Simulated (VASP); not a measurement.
A run of VASP 6.6.1 is set up as follows.

POSCAR

```
Mg
1.0
    2.9575206594      0.0000000000      0.0000000000
   -1.4787603297      2.5612880233      0.0000000000
    0.0000000000      0.0000000000      4.7684179580
Mg
2
Direct
    0.3333333333      0.6666666667      0.2500000000
    0.6666666667      0.3333333333      0.7500000000
```

The input INCAR.step1:

```
PREC     = Accurate       # precision mode
ENCUT    = 520            # plane-wave cutoff, eV
ISMEAR   = 0              # smearing method
SIGMA    = 0.05           # smearing width, eV
LREAL    = F              # projectors in reciprocal space
LASPH    = T              # aspherical terms in the spheres
NELM     = 80             # most SCF steps
NBANDS   = 9              # bands
GGA      = PE             # functional
ALGO     = Normal         # electronic algorithm
EDIFF    = 1E-4           # SCF threshold, eV
LWAVE    = T              # write WAVECAR
LCHARG   = F              # write CHGCAR
```

Contents of INCAR.step2:

```
PREC     = Accurate       # precision mode
ENCUT    = 520            # plane-wave cutoff, eV
EDIFF    = 1E-7           # SCF threshold, eV
ISMEAR   = 0              # smearing method
SIGMA    = 0.05           # smearing width, eV
LREAL    = F              # projectors in reciprocal space
LASPH    = T              # aspherical terms in the spheres
NELM     = 80             # most SCF steps
ALGO     = Normal         # electronic algorithm
ISIF     = 2              # what is computed and relaxed
LWAVE    = F              # write WAVECAR
LCHARG   = F              # write CHGCAR
METAGGA  = R2SCAN         # meta-GGA
LMIXTAU  = T            
NBANDS   = 9              # bands
ISTART   = 1
```

File KPOINTS:

```
regular mesh
0
Gamma
  18 18 10
```

Potentials or basis: VASP PAW PBE potentials, release 64 (Mg).

Command:

```bash
$ cat potpaw_PBE.64/Mg/POTCAR > POTCAR
$ cp INCAR.step1 INCAR
$ mpirun -np 1 vasp_std > vasp.out
$ cp INCAR.step2 INCAR
$ mpirun -np 1 vasp_std > vasp.out
```

What does it give for the pressure?

13.2 GPa.

What does it give for the band gap on the k mesh?

Zero (bands 2 and 3 overlap by 2.10 eV).

Caveat: the cell stands under pressure; the PAW data sets were made with another functional, which shifts forces and pressure a little.
